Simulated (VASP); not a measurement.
**C: vibrations by perturbation theory with LDA**

Crystal: C.

```xyz
2
Lattice="0.0000 1.7659 1.7659 1.7659 0.0000 1.7659 1.7659 1.7659 0.0000" Properties=species:S:1:pos:R:3 pbc="T T T"
C     0.0000    0.0000    0.0000
C     0.8829    0.8829    0.8829
```

```
Program                : VASP 6.6.1
Task                   : vibrations by perturbation theory
Functional             : LDA
Potentials or basis    : VASP PAW LDA potentials, release 64 (C)
Cutoff                 : 600 eV
k mesh                 : 10 × 10 × 10
Occupations            : gaussian, width 0.01 eV
Spin                   : no spin polarisation
Dipole correction      : no
Further INCAR settings : ALGO = Normal; EDIFF = 1e-08; IBRION = 8; NSW = 1
```

```yaml
Electronic_dielectric_tensor_diagonal: 5.77
Born_charges_mean_of_the_diagonal: C +0.00 e
Highest_phonon_frequency_at_Γ: 1327 cm⁻¹
```

Phonon frequencies in cm⁻¹ (negative: imaginary):
```csv
q point,frequencies
"(0.000, 0.000, 0.000)",0 0 0 1327 1327 1327
```

Electronic dielectric tensor:
```
5.77 0.00 0.00
0.00 5.77 0.00
0.00 0.00 5.77
```

Born effective charge tensors (e):
atom 1, C
```
0.00 0.00 0.00
0.00 0.00 0.00
0.00 0.00 0.00
```
atom 2, C
```
0.00 0.00 0.00
0.00 0.00 0.00
0.00 0.00 0.00
```

Wall time 26 s on 1 thread of Intel(R) Xeon(R) 6975P-C (Granite Rapids), on a shared host, peak memory 0.17 GiB.
